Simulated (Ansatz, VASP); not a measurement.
## Two plane-wave programs on MgO

```
Mg O
1.0
     0.00000    2.11100    2.11100
     2.11100    0.00000    2.11100
     2.11100    2.11100    0.00000
Mg O
1 1
Direct
  0.00000 0.00000 0.00000
  0.50000 0.50000 0.50000
```

Alike in both runs: task single point; functional PBE; k mesh 8 × 8 × 8; occupations fermi-dirac, width 0.1 eV; no spin polarisation.

```csv
,VASP,Ansatz
version,VASP 6.6.1,Ansatz 0.2.0
potentials or method,"VASP PAW PBE potentials, release 64 (Mg, O), cutoff 600 eV","PAW, plane waves, scalar-relativistic"
valence electrons in the cell,8,16
```

Ansatz gave:

```
gap on the k mesh at the Fermi level (eV) : 4.67
pressure (GPa)                            : 3.5
```

**Question.** Estimate VASP's values.

**Answer.** gap on the k mesh at the Fermi level (eV): 4.66; pressure (GPa): 2.5.

VASP's potentials hold 8 valence electrons a cell and Ansatz's 16, so a difference there can come from the potentials and not from the codes.
